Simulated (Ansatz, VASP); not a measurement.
**One calculation of MgO, two programs**

The input INCAR:

```
SYSTEM = MgO
PREC = Accurate
ENCUT = 520
EDIFF = 1E-7
ISMEAR = 0
SIGMA = 0.05
LREAL = .FALSE.
LASPH = .TRUE.
NELM = 100
ALGO = Normal
ISIF = 2
LWAVE = .FALSE.
LCHARG = .FALSE.
GGA = B5
ALDAX = 1.0
AGGAX = 1.0
AGGAC = 1.0
ALDAC = 0.0
NBANDS = 11
```

KPOINTS

```
Automatic mesh
0
G
  10 10 10
  0 0 0
```

The input POSCAR:

```
MgO
1.0
    0.0000000000      2.1647694267      2.1647694267
    2.1647694267      0.0000000000      2.1647694267
    2.1647694267      2.1647694267      0.0000000000
Mg O
1 1
Direct
    0.0000000000      0.0000000000      0.0000000000
    0.5000000000      0.5000000000      0.5000000000
```

Input for Ansatz:

```yaml
crystal:
  lattice:
    - [0.0, 2.1647694267, 2.1647694267]
    - [2.1647694267, 0.0, 2.1647694267]
    - [2.1647694267, 2.1647694267, 0.0]
  atoms:
    - { symbol: Mg, position: [0.0, 0.0, 0.0] }
    - { symbol: O, position: [0.5, 0.5, 0.5] }
basis:
  ecutwfc: 420
  ecutrho_ratio: 4
kpoints:
  mp_grid: { grid: [10, 10, 10] }
hamiltonian:
  xc: blyp
scf:
  occupations: { method: gaussian, width: 0.05 }
output:
  forces: true
  stress: true
  eigenvalues: true
```

Alike in both runs: task single point; functional BLYP; k mesh 10 × 10 × 10; occupations gaussian, width 0.05 eV; no spin polarisation.

```csv
,VASP,Ansatz
version,VASP 6.6.1,Ansatz 0.2.0
potentials or method,"VASP PAW PBE potentials, release 64 (Mg, O), cutoff 520 eV","scalar-relativistic, plane waves, PAW"
valence electrons in the cell,8,16
```

Ansatz gave:

- gap on the k mesh at the Fermi level (eV): 4.25
- least direct gap on the mesh (eV): 4.25
- pressure (GPa): -5.3

Problem. What did VASP give for the same quantities?

Solution. gap on the k mesh at the Fermi level (eV): 4.24; least direct gap on the mesh (eV): 4.24; pressure (GPa): -5.8.

VASP's potentials were made for PBE, not for BLYP. With one functional, cell and mesh, what is left measures potentials, basis and numerics. VASP's potentials hold 8 valence electrons a cell and Ansatz's 16, so a difference there can come from the potentials and not from the codes.
